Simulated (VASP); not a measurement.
A run of VASP 6.6.1 is set up as follows.

The input INCAR:

```
  PREC = Accurate
  ENCUT = 520
  EDIFF = 1E-8
  ISMEAR = -1
  SIGMA = 0.08
  LREAL = F
  LASPH = T
  NELM = 60
  ALGO = Normal
  ISIF = 2
  LWAVE = F
  LCHARG = F
  LEFG = T
  NBANDS = 11
```

KPOINTS

```
Automatic mesh
0
Gamma
  12 12 12
```

POSCAR

```
BP
1.0
    0.0000000000      2.2765382614      2.2765382614
    2.2765382614      0.0000000000      2.2765382614
    2.2765382614      2.2765382614      0.0000000000
B P
1 1
Direct
    0.0000000000      0.0000000000      0.0000000000
    0.7500000000      0.7500000000      0.7500000000
```

Potentials or basis: VASP PAW LDA potentials, release 64 (B, P).

Launch:

```sh
$ cat potpaw_LDA.64/B/POTCAR potpaw_LDA.64/P/POTCAR > POTCAR
$ mpirun -np 1 vasp_std > vasp.out
```

Problem. What does it give for the pressure?

Solution. -6.8 GPa.

Problem. What does it give for the band gap on the k mesh?

Solution. 1.20 eV, indirect (least direct gap 3.36 eV).

Caveat: without QUAD_EFG the Cq values of the log hold for a quadrupole moment of 1 mb, not for the nuclei. A k mesh can miss the band edges.
